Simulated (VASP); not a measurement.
# RbP3: single point with PBE

The system is RbP3.

```
Rb P
1.0
     4.36191    0.00000    0.00000
     0.00000    4.36191    0.00000
     0.00000    0.00000    4.36191
Rb P
1 3
Direct
  0.00000 0.00000 0.00000
  0.00000 0.50000 0.50000
  0.50000 0.00000 0.50000
  0.50000 0.50000 0.00000
```

```json
{"Program": "VASP 6.6.1", "Task": "single point", "Functional": "PBE", "Potentials or basis": "VASP PAW PBE potentials, release 64 (Rb_sv, P)", "Cutoff": "520 eV", "k mesh": "10 × 10 × 10", "Occupations": "gaussian, width 0.1 eV", "Spin": "no spin polarisation"}
```

The pressure is 0.1 GPa and the band gap on the k mesh is zero (band 12 reaches 7.67 eV, above the bottom of band 13 at 4.14 eV).

Levels at points of the mesh, in eV from the Fermi level:
```tsv
k point	band 8	band 9	band 10	band 11	band 12	band 13	band 14	band 15	band 16	band 17
(0.00, 0.00, 0.00)	-2.80	-2.80	-2.80	0.50	0.50	0.50	3.21	3.21	3.21	3.81
(0.50, 0.00, 0.00)	-2.85	-2.85	-1.39	-0.60	-0.46	-0.46	-0.26	1.95	1.95	6.32
(0.50, 0.50, 0.00)	-3.93	-2.25	-1.33	-1.33	-1.08	0.01	0.01	2.78	3.00	7.01
(0.50, 0.50, 0.50)	-5.26	-2.26	-2.26	-2.26	3.07	3.07	3.07	3.22	3.22	5.11
```

Wall time 32 s on 1 thread of Intel(R) Xeon(R) Platinum 8488C (Sapphire Rapids) (shared host), peak memory 0.22 GiB.
